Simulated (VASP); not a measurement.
# Nb (Fm-3m) in VASP: further runs, part 2 of 2

VASP 6.6.1.

## (4) Single point, PBE, collinear spin, ferromagnetic start (volume scaled by 1.12)

INCAR

```
SYSTEM = Nb
PREC     = Accurate       ! precision mode
ENCUT    = 520            ! plane-wave cutoff, eV
EDIFF    = 1E-6           ! SCF threshold, eV
ISMEAR   = -1             ! smearing method
SIGMA    = 0.05           ! smearing width, eV
LREAL    = .False.        ! projectors in reciprocal space
LASPH    = .True.         ! aspherical terms in the spheres
NELM     = 150            ! most SCF steps
ALGO     = Normal         ! electronic algorithm
ISIF     = 2              ! what is computed and relaxed
LWAVE    = .False.        ! write WAVECAR
LCHARG   = .False.        ! write CHGCAR
ISPIN    = 2              ! spin polarisation
MAGMOM   = 1              ! initial moments
LORBIT   = 11             ! projections on sites
LMAXMIX  = 4              ! l up to which the mixer works
GGA      = PE             ! functional
NBANDS   = 16             ! bands
```

KPOINTS

```
Automatic mesh
0
Gamma
  21 21 21
  0 0 0
```

POSCAR

```
Nb
1.0
    0.0000000000      2.1914107339      2.1914107339
    2.1914107339      0.0000000000      2.1914107339
    2.1914107339      2.1914107339      0.0000000000
Nb
1
Direct
    0.0000000000      0.0000000000      0.0000000000
```

Potentials or basis: VASP PAW PBE potentials, release 64 (Nb_sv).

The run is started by

```sh
> cat potpaw_PBE.64/Nb_sv/POTCAR > POTCAR
> mpirun -np 1 vasp_std > vasp.out
```

OUTCAR:

```text
SYSTEM = Nb
   PREC = Accurate
   ENCUT = 520
   EDIFF = 1E-6
   ISMEAR = -1
   LREAL = .False.
   LASPH = .True.
   NELM = 150
   ISIF = 2
   ISPIN = 2
   LORBIT = 11
   GGA = PE

 ion  position               nearest neighbor table
   1  0.000  0.000  0.000-

  LATTYP: Found a face centered cubic cell.
 ALAT       =     4.3828214678

  Lattice vectors:

 A1 = (   0.0000000000,   2.1914107339,   2.1914107339)
 A2 = (   2.1914107339,   0.0000000000,   2.1914107339)
 A3 = (   2.1914107339,   2.1914107339,   0.0000000000)

Analysis of symmetry for initial positions (statically):
=====================================================================
 Subroutine PRICEL returns:
 Original cell was already a primitive cell.

 Routine SETGRP: Setting up the symmetry group for a
 face centered cubic supercell.

 Subroutine GETGRP returns: Found 48 space group operations
 (whereof 48 operations were pure point group operations)
 out of a pool of 48 trial point group operations.

The static configuration has the point symmetry O_h .

Analysis of symmetry for dynamics (positions and initial velocities):
=====================================================================
 Subroutine PRICEL returns:
 Original cell was already a primitive cell.

 Routine SETGRP: Setting up the symmetry group for a
 face centered cubic supercell.

 Subroutine GETGRP returns: Found 48 space group operations
 (whereof 48 operations were pure point group operations)
 out of a pool of 48 trial point group operations.

The dynamic configuration has the point symmetry O_h .

Analysis of structural, dynamic, and magnetic symmetry:
=====================================================================
 Subroutine PRICEL returns:
 Original cell was already a primitive cell.

 Routine SETGRP: Setting up the symmetry group for a
 face centered cubic supercell.

 Subroutine GETGRP returns: Found 48 space group operations
 (whereof 48 operations were pure point group operations)
 out of a pool of 48 trial point group operations.

The overall configuration has the point symmetry O_h .

 Subroutine INISYM returns: Found 48 space group operations
 (whereof 48 operations are pure point group operations),
 and found     1 'primitive' translations

----------------------------------------------------------------------------------------

                                     Primitive cell

  volume of cell :      21.0475

  direct lattice vectors                    reciprocal lattice vectors
     0.000000000  2.191410734  2.191410734    -0.228163526  0.228163526  0.228163526
     2.191410734  0.000000000  2.191410734     0.228163526 -0.228163526  0.228163526
     2.191410734  2.191410734  0.000000000     0.228163526  0.228163526 -0.228163526

  length of vectors
     3.099122781  3.099122781  3.099122781     0.395190819  0.395190819  0.395190819

  position of ions in fractional coordinates (direct lattice)
     0.000000000  0.000000000  0.000000000

  ion indices of the primitive-cell ions
   primitive index   ion index
                 1           1

[... 55 lines left out ...]
   total plane-waves  NPLWV =  13824
   dimension x,y,z NGX =    24 NGY =   24 NGZ =   24
   dimension x,y,z NGXF=    48 NGYF=   48 NGZF=   48
   ions per type =               1
   NGX,Y,Z   is equivalent  to a cutoff of  12.87, 12.87, 12.87 a.u.
   NGXF,Y,Z  is equivalent  to a cutoff of  25.75, 25.75, 25.75 a.u.
 SYSTEM =  Nb
   PREC   = accura    normal or accurate (medium, high low for compatibility)
   ISTART =      0    job   : 0-new  1-cont  2-samecut
   ICHARG =      2    charge: 1-file 2-atom 10-const
   ISPIN  =      2    spin polarized calculation?
   LNONCOLLINEAR =      F non collinear calculations
   LSORBIT =      F    spin-orbit coupling
   LASPH  =      T    aspherical Exc in radial PAW
   ENCUT  =  520.0 eV  38.22 Ry    6.18 a.u.   5.76  5.76  5.76*2*pi/ulx,y,z
   NELM   =    150;   NELMIN=  2; NELMDL= -5     # of ELM steps
   EDIFF  = 0.1E-05   stopping-criterion for ELM
   LREAL  =      F    real-space projection
   EDIFFG = 0.1E-04   stopping-criterion for IOM
   NSW    =      0    number of steps for IOM
   IBRION =     -1    ionic relax: 0-MD 1-quasi-New 2-CG
   NFREE  =      0    steps in history (QN), initial steepest desc. (CG)
   ISIF   =      2    stress and relaxation
   ISYM   =      2    0-nonsym 1-usesym 2-fastsym
   POTIM  = 0.5000    time-step for ionic-motion
   TEBEG  =    0.0;   TEEND  =   0.0 temperature during run
   PSTRESS=    0.0 pullay stress
   NELECT =      13.0000    total number of electrons
   NUPDOWN=      -1.0000    fix difference up-down
   EMIN   =  10.00;   EMAX   =-10.00  energy-range for DOS
   EFERMI =   0.00;   METHOD = LEGACY
   ISMEAR =    -1;   SIGMA  =   0.05  broadening in eV -4-tet -1-fermi 0-gaus
   EFERMI_NEDOS =   21; number of points for ismear=-14 and -15
   IALGO  =     38    algorithm
   IMIX   =      4    mixing-type and parameters
     AMIX     =   0.40;   BMIX     =  1.00
     AMIX_MAG =   1.60;   BMIX_MAG =  1.00
  volume/ion in A,a.u.               =      21.05       142.04
  Fermi-wavevector in a.u.,A,eV,Ry     =   1.394191  2.634638 26.446563  1.943768
  Thomas-Fermi vector in A             =   2.517764
   LORBIT       =     11    0 simple, 1 ext, 2 COOP (PROOUT), +10 PAW based schemes
   GGA     = PE    functional components
   LHFCALC =     F    Hartree Fock is set to
   AEXX    =    0.0000 exact exchange contribution
   IVDW    =     0    specifies the selected vdW correction
   LEPSILON=     F    determine dielectric tensor
   LRPA    =     F    only Hartree local field effects (RPA)
 spin polarized calculation
  energy-cutoff  :      520.00
  volume of cell :       21.05
 maximum number of plane-waves:       584
   NGX = 11   NGY = 11   NGZ = 11

 number of electron      13.0000001 magnetization      -0.0009544

 number of electron      13.0000001 magnetization       0.0003742

 Free energy of the ion-electron system (eV)
  ---------------------------------------------------
  ext. energy  EPLUGINS =         0.00000000
  ---------------------------------------------------
  free energy    TOTEN  =        -9.77866022 eV

  energy without entropy =       -9.76523037  energy(sigma->0) =       -9.77194530

 E-fermi :   9.4498     XC(G=0): -11.7205

 val. band max:        9.4456392793   @ k =  -0.0476   0.0476   0.0000
 cond. band min:       9.4534000089   @ k =   0.3810   0.0952   0.0000
 fundamental gap:      0.0077607296
 Fermi energy:         9.4497888998

 spin component 1

 k-point     1 :       0.0000    0.0000    0.0000
  band No.  band energies     occupation
      1     -45.5125      1.00000
      2     -21.0734      1.00000
      3     -21.0734      1.00000
      4     -21.0734      1.00000
      5       3.5323      1.00000
      6       9.6012      0.04620
[... 435 lines left out ...]
      5       6.0532      1.00000
      6       9.4798      0.35429
[... 8 lines left out ...]
     15      31.2243      0.00000
     16      32.5316      0.00000

 [... further k-points ...]

 spin component 2

 k-point     1 :       0.0000    0.0000    0.0000
  band No.  band energies     occupation
      1     -45.5124      1.00000
      2     -21.0733      1.00000
      3     -21.0733      1.00000
      4     -21.0733      1.00000
      5       3.5325      1.00000
      6       9.6014      0.04598
[... 435 lines left out ...]
      5       6.0534      1.00000
      6       9.4800      0.35320
[... 8 lines left out ...]
     15      31.2245      0.00000
     16      32.5318      0.00000

 [... further k-points ...]

------------------------ aborting loop because EDIFF is reached ----------------------------------------

  FORCE on cell =-STRESS in cart. coord.  units (eV):
  Direction    XX          YY          ZZ          XY          YZ          ZX
  --------------------------------------------------------------------------------------
  -------------------------------------------------------------------------------------
  Total       -2.0240642     -2.0240642     -2.0240642      0.0000000      0.0000000      0.0000000
  in kB     -154.0754772   -154.0754772   -154.0754772      0.0000000      0.0000000      0.0000000
  external PRESSURE =    -154.0754772 kB  Pullay stress =       0.0000000 kB

 VOLUME and BASIS-vectors are now :
 -----------------------------------------------------------------------------
  energy-cutoff  :      520.00
  volume of cell :       21.05
      direct lattice vectors                 reciprocal lattice vectors
     0.000000000  2.191410734  2.191410734    -0.228163526  0.228163526  0.228163526
     2.191410734  0.000000000  2.191410734     0.228163526 -0.228163526  0.228163526
     2.191410734  2.191410734  0.000000000     0.228163526  0.228163526 -0.228163526

 POSITION                                       TOTAL-FORCE (eV/Angst)
 -----------------------------------------------------------------------------------
      0.00000      0.00000      0.00000        -0.000000      0.000000      0.000000
 -----------------------------------------------------------------------------------
    total drift:                                0.000000      0.000000      0.000000

  FREE ENERGIE OF THE ION-ELECTRON SYSTEM (eV)
  ---------------------------------------------------
  free  energy   TOTEN  =        -9.7786602224 eV

  energy  without entropy=       -9.7652303699  energy(sigma->0) =       -9.77194530

 total charge

# of ion       s       p       d       tot
------------------------------------------
    1        2.205   5.990   2.306  10.501

 magnetization (x)

# of ion       s       p       d       tot
------------------------------------------
    1       -0.000   0.000   0.000   0.000
```

Wall time 97 s (1 thread of Intel Xeon 6975P-C, shared host); peak memory 0.25 GiB.

What came out:

| Item | Value |
| --- | --- |
| Free energy | -9.7787 eV |
| Pressure | -15.4 GPa |
| Net moment | 0.00 μB per cell |
| Valence electrons inside the program's atomic spheres | Nb 10.50 |

Caveat: the cell differs from its parent crystal (volume scaled by 1.12).

## (5) Single point, PBE

This run uses another cell than the first one, of 18.80 Å³/atom, 0.962 times its volume.

INCAR

```
PREC = Accurate ; ENCUT = 500
EDIFF = 1E-6 ; ISMEAR = -1
SIGMA = 0.1 ; LREAL = False
LASPH = True ; NELM = 120
ALGO = Normal ; ISIF = 2
LWAVE = False ; LCHARG = False
GGA = PE ; NBANDS = 12
GGA_COMPAT = False
```

KPOINTS

```
regular mesh
0
Gamma
  7 7 7
```

POSCAR

```
Nb
1.0
    0.0000000000      2.1103341512      2.1103341512
    2.1103341512      0.0000000000      2.1103341512
    2.1103341512      2.1103341512      0.0000000000
Nb
1
Direct
    0.0000000000      0.0000000000      0.0000000000
```

The run is started by

```sh
> cat potpaw_PBE.64/Nb_sv/POTCAR > POTCAR
> mpirun -np 1 vasp_std > vasp.out
```

It used 4.7 s of CPU time on 1 thread of AMD EPYC 7R13 Processor (Zen 3) (shared host).

Results (log left out):

```
Free energy : -9.9380 eV
Pressure    : -1.2 GPa
```

Levels at points of the mesh, in eV from the Fermi level:
| k point | band 3 | band 4 | band 5 | band 6 | band 7 | band 8 | band 9 | band 10 |
| --- | --- | --- | --- | --- | --- | --- | --- | --- |
| (0.00, 0.00, 0.00) | -30.23 | -30.23 | -6.28 | 0.05 | 0.05 | 0.05 | 2.64 | 2.64 |

Caveat: the k points lie up to 0.37 Å⁻¹ apart.

## (6) Overview

| spin | cell | k mesh | cutoff (eV) | smearing | gap on the mesh (eV) | pressure (GPa) | moment (μB) |
| --- | --- | --- | --- | --- | --- | --- | --- |
| collinear, ferromagnetic start | a = 3.024 Å, angles 60.0°, 1 atom | 21 × 21 × 21 | 520 | fermi-dirac 0.05 eV | none | -6.5 | 0.00 |
| collinear, ferromagnetic start | a = 3.062 Å, angles 60.0°, 1 atom | 21 × 21 × 21 | 520 | fermi-dirac 0.05 eV | none | -11.4 | 0.00 |
| collinear, ferromagnetic start | a = 3.099 Å, angles 60.0°, 1 atom | 21 × 21 × 21 | 520 | fermi-dirac 0.05 eV | none | -15.4 | 0.00 |
| off | a = 2.984 Å, angles 60.0°, 1 atom | 7 × 7 × 7 | 500 | fermi-dirac 0.1 eV | none | -1.2 | - |

Alike in all rows: task single point; level PBE; potentials or basis VASP PAW PBE potentials, release 64 (Nb_sv).

Caveats: some runs use coarse meshes.

Total energies depend on the potentials used, so only differences within one code and one set of settings carry meaning.
